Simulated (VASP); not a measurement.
Input of a VASP 6.6.1 run:

The input INCAR:

```
SYSTEM = Li32S15
PREC = Accurate
ENCUT = 650
EDIFF = 1E-7
ISMEAR = 0
SIGMA = 0.01
LREAL = Auto
LASPH = .True.
NELM = 120
ALGO = Normal
ISIF = 2
LWAVE = .False.
LCHARG = .False.
GGA = PS
IBRION = 2
NSW = 65
EDIFFG = -0.025
GGA_COMPAT = .False.
NELMIN = 4
KPAR = 2
NCORE = 2
```

Contents of KPOINTS:

```
Automatic mesh
0
Gamma
  2 2 2
  0.5 0.5 0.5
```

POSCAR

```
Li32S15
1.0
   -5.6548817418     -5.6548817418      5.6548817418
    5.6548817418     -5.6548817418     -5.6548817418
    5.6548817418      5.6548817418      5.6548817418
Li S
32 15
Direct
    0.2500000000      0.7500000000      0.7500000000
    0.0000000000      0.7500000000      0.0000000000
    0.5000000000      0.5000000000      0.7500000000
    0.2500000000      0.5000000000      0.0000000000
    0.0000000000      0.5000000000      0.2500000000
    0.7500000000      0.7500000000      0.2500000000
    0.5000000000      0.7500000000      0.5000000000
    0.0000000000      0.0000000000      0.7500000000
    0.7500000000      0.2500000000      0.7500000000
    0.5000000000      0.2500000000      0.0000000000
    0.2500000000      0.2500000000      0.2500000000
    0.0000000000      0.2500000000      0.5000000000
    0.7500000000      0.5000000000      0.5000000000
    0.7500000000      0.0000000000      0.0000000000
    0.5000000000      0.0000000000      0.2500000000
    0.2500000000      0.0000000000      0.5000000000
    0.2500000000      0.7500000000      0.2500000000
    0.0000000000      0.7500000000      0.5000000000
    0.5000000000      0.5000000000      0.2500000000
    0.2500000000      0.5000000000      0.5000000000
    0.0000000000      0.5000000000      0.7500000000
    0.7500000000      0.7500000000      0.7500000000
    0.5000000000      0.7500000000      0.0000000000
    0.0000000000      0.0000000000      0.2500000000
    0.7500000000      0.2500000000      0.2500000000
    0.5000000000      0.2500000000      0.5000000000
    0.2500000000      0.2500000000      0.7500000000
    0.0000000000      0.2500000000      0.0000000000
    0.7500000000      0.5000000000      0.0000000000
    0.7500000000      0.0000000000      0.5000000000
    0.5000000000      0.0000000000      0.7500000000
    0.2500000000      0.0000000000      0.0000000000
    0.0000000000      0.5000000000      0.5000000000
    0.5000000000      0.2500000000      0.2500000000
    0.2500000000      0.2500000000      0.5000000000
    0.0000000000      0.2500000000      0.7500000000
    0.7500000000      0.5000000000      0.7500000000
    0.5000000000      0.5000000000      0.0000000000
    1.0000000000      0.7500000000      0.2500000000
    0.7500000000      0.0000000000      0.2500000000
    0.5000000000      0.0000000000      0.5000000000
    0.2500000000      0.0000000000      0.7500000000
    0.0000000000      0.0000000000      0.0000000000
    0.7500000000      0.2500000000      0.0000000000
    0.7500000000      0.7500000000      0.5000000000
    0.5000000000      0.7500000000      0.7500000000
    0.2500000000      0.7500000000      0.0000000000
```

Potentials or basis: VASP PAW PBE potentials, release 64 (Li_sv, S).

Command:

```bash
$ cat potpaw_PBE.64/Li_sv/POTCAR potpaw_PBE.64/S/POTCAR > POTCAR
$ mpirun -np 4 vasp_std > vasp.out
```

(1) What does it give for the energy gained by relaxing?

(2) What does it give for the band gap on the k mesh?

Answers

(1) 0.1 meV/atom.

(2) 1.66 eV.

Caveat: the cell differs from its parent crystal (atoms taken out).
